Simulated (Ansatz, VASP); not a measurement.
Ba2Au3: VASP beside Ansatz

Contents of INCAR:

```
PREC = Accurate
ENCUT = 520
EDIFF = 1E-6
ISMEAR = 0
SIGMA = 0.1
LREAL = F
LASPH = T
NELM = 100
ALGO = Normal
ISIF = 2
LWAVE = F
LCHARG = F
GGA = PE
NBANDS = 34
```

Contents of KPOINTS:

```
Automatic mesh
0
Gamma
  6 6 6
```

File POSCAR:

```
Ba2Au3
1.0
    5.9169015903      0.0000000000      0.0000000000
    0.0000000000      5.9169015903      0.0000000000
    0.0000000000      0.0000000000      5.9169015903
Ba Au
2 3
Direct
    0.5000000000      0.5000000000      0.5000000000
    0.0000000000      0.0000000000      0.0000000000
    0.0000000000      0.5000000000      0.5000000000
    0.5000000000      0.0000000000      0.5000000000
    0.5000000000      0.5000000000      0.0000000000
```

Input for Ansatz:

```yaml
crystal:
  lattice:
    - [5.9169015903, 0.0, 0.0]
    - [0.0, 5.9169015903, 0.0]
    - [0.0, 0.0, 5.9169015903]
  atoms:
    - { symbol: Ba, position: [0.5, 0.5, 0.5] }
    - { symbol: Ba, position: [0.0, 0.0, 0.0] }
    - { symbol: Au, position: [0.0, 0.5, 0.5] }
    - { symbol: Au, position: [0.5, 0.0, 0.5] }
    - { symbol: Au, position: [0.5, 0.5, 0.0] }
basis:
  ecutwfc: 420
kpoints:
  mp_grid: { grid: [6, 6, 6] }
  band_path:
    path:
      - [[0.0, 0.0, 0.0], [0.0, 0.5, 0.0], [0.5, 0.5, 0.0], [0.0, 0.0, 0.0], [0.5, 0.5, 0.5], [0.0, 0.5, 0.0]]
      - [[0.5, 0.5, 0.5], [0.5, 0.5, 0.0]]
    npoints: 14
hamiltonian:
  xc: pbe
scf:
  occupations: { method: gaussian, width: 0.1 }
  n_extra_bands: 12
output:
  forces: true
  stress: true
  eigenvalues: true
  populations: true
  dos: { projected: true, de: 0.02, nscf_kmesh: { grid: [8, 8, 8] } }
  bader: true
  write_density: true
  write_potential: true
  elf: true
  volumetric_format: npy
```

Alike in both runs: task single point; functional PBE; k mesh 6 × 6 × 6; occupations gaussian, width 0.1 eV; no spin polarisation.

```csv
,VASP,Ansatz
version,VASP 6.6.1,Ansatz 0.2.0
potentials or method,"VASP PAW PBE potentials, release 64 (Ba_sv, Au), cutoff 520 eV","scalar-relativistic, plane waves, PAW"
valence electrons in the cell,53,77
```

VASP gave:

* gap on the k mesh at the Fermi level (eV): none
* pressure (GPa): 0.5

Task: Which values does Ansatz return?

Result: gap on the k mesh at the Fermi level (eV): none; pressure (GPa): 0.0.

A gap of «none» marks a metal or a gap that the smearing closes. VASP's potentials hold 53 valence electrons a cell and Ansatz's 77, so a difference there can come from the potentials and not from the codes.

Neither program's run includes spin-orbit coupling.
